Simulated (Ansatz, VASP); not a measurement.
## One calculation of MoW3, two programs

```
Mo W
1.0
    -1.89192    1.89192    4.58453
     1.89192   -1.89192    4.58453
     1.89192    1.89192   -4.58453
Mo W
1 3
Direct
  0.00000 0.00000 0.00000
  0.50000 0.50000 0.00000
  0.25000 0.75000 0.50000
  0.75000 0.25000 0.50000
```

Alike in both runs: functional PBE; k mesh 18 × 18 × 18; occupations gaussian, width 0.1 eV; no spin polarisation.

Ansatz relaxed the structure, and its values are those at the end. VASP's run is a single point on that final structure, the one shown.

|  | VASP | Ansatz |
| --- | --- | --- |
| version | VASP 6.6.1 | Ansatz 0.2.0 |
| potentials or method | VASP PAW PBE potentials, release 64 (Mo_sv, W_sv), cutoff 520 eV | scalar-relativistic, plane waves, PAW |
| valence electrons in the cell | 56 | 56 |

Ansatz gave:

- gap on the k mesh at the Fermi level (eV): none
- pressure (GPa): 0.0

Problem. What did VASP give for the same quantities?

Solution. gap on the k mesh at the Fermi level (eV): none; pressure (GPa): 0.5.

A gap of «none» marks a metal or a gap that the smearing closes.

Neither program's run includes spin-orbit coupling.
